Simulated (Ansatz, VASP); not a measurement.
**One calculation of F, two programs**

```
CELL_PARAMETERS angstrom
1.26489 2.19084 0.00000
-1.26489 2.19084 0.00000
0.00000 0.00000 8.19227
ATOMIC_POSITIONS crystal
F 0.00000 0.00000 0.00000
F 0.00000 0.00000 0.50000
F 0.33333 0.33334 0.75000
F 0.66666 0.66667 0.25000
```

Alike in both runs: task single point; functional PBE; k mesh 15 × 15 × 4; occupations fermi-dirac, width 0.0662 eV; no spin polarisation.

```csv
,VASP,Ansatz
version,VASP 6.6.1,Ansatz 0.2.0
potentials or method,"VASP PAW PBE potentials, release 64 (F), cutoff 520 eV",PAW plane waves
valence electrons in the cell,28,28
```

|  | VASP | Ansatz | Ansatz less VASP |
| --- | --- | --- | --- |
| pressure (GPa) | -4.3 | -3.7 | +0.57 |
| traceless stress, the component that is largest in VASP (GPa) | -0.59 | -0.58 | +0.007 |

Ansatz's warnings: structure snapped to symmetry.
